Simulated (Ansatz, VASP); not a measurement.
## One calculation of NaI, two programs

```
Na I
1.0
     0.00000    3.22972    3.24587
     3.22972    0.00000    3.24587
     3.22972    3.22972    0.00000
Na I
1 1
Cartesian
  0.0000 0.0000 0.0000
  3.2297 3.2297 3.2459
```

Change from the starting cell: uniaxial_z strain +0.5%.

Alike in both runs: task single point; functional PBE; k mesh 8 × 8 × 8; occupations fermi-dirac, width 0.02 eV; no spin polarisation.

|  | VASP | Ansatz |
| --- | --- | --- |
| version | VASP 6.6.1 | Ansatz 0.2.0 |
| potentials or method | VASP PAW PBE potentials, release 64 (Na_pv, I) | plane waves, PAW |
| plane-wave cutoff (eV) | 520 | 420 |
| valence electrons in the cell | 14 | 26 |

```tsv
	VASP	Ansatz	Ansatz less VASP
gap on the k mesh at the Fermi level (eV)	3.64	3.64	+0.004
pressure (GPa)	0.5	0.4	-0.01
traceless stress, the component that is largest in VASP (GPa)	-0.08	-0.08	+0.001
```

With one functional, cell and mesh, what is left measures potentials, basis and numerics. VASP's potentials hold 14 valence electrons a cell and Ansatz's 26, so a difference there can come from the potentials and not from the codes.

Spin-orbit coupling is off throughout.
